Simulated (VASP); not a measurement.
Input of a VASP 6.6.1 run:

File INCAR:

```
PREC = Accurate
ENCUT = 600
EDIFF = 1E-6
ISMEAR = 0
SIGMA = 0.1
LREAL = F
LASPH = T
NELM = 120
ALGO = Normal
ISIF = 2
LWAVE = F
LCHARG = F
GGA = PS
NBANDS = 28
GGA_COMPAT = F
```

KPOINTS

```
regular mesh
0
Gamma
  4 4 6
```

POSCAR

```
SrTiO3
1.0
    4.1063487059      0.0000000000      0.0000000000
    0.0000000000      4.1063487059      0.0000000000
    0.0000000000      0.0000000000      3.7275982685
Sr O Ti
1 3 1
Direct
    0.0000000000      0.0000000000      0.0000000000
    0.5000000000      0.5000000000      0.0000000000
    0.0000000000      0.5000000000      0.5000000000
    0.5000000000      0.0000000000      0.5000000000
    0.5000000000      0.5000000000      0.5000000000
```

Potentials or basis: VASP PAW PBE potentials, release 64 (Sr_sv, O, Ti_sv).

The run is started by

```console
$ cat potpaw_PBE.64/Sr_sv/POTCAR potpaw_PBE.64/O/POTCAR potpaw_PBE.64/Ti_sv/POTCAR > POTCAR
$ mpirun -np 1 vasp_std > vasp.out
```

(1) Predict the pressure.

(2) What does it give for the band gap on the k mesh?

## Answers

(1) -7.7 GPa.

(2) 1.61 eV (least direct gap 1.92 eV).

Caveat: the cell stands under tension; the PAW data sets were made with another functional, which shifts forces and pressure a little.
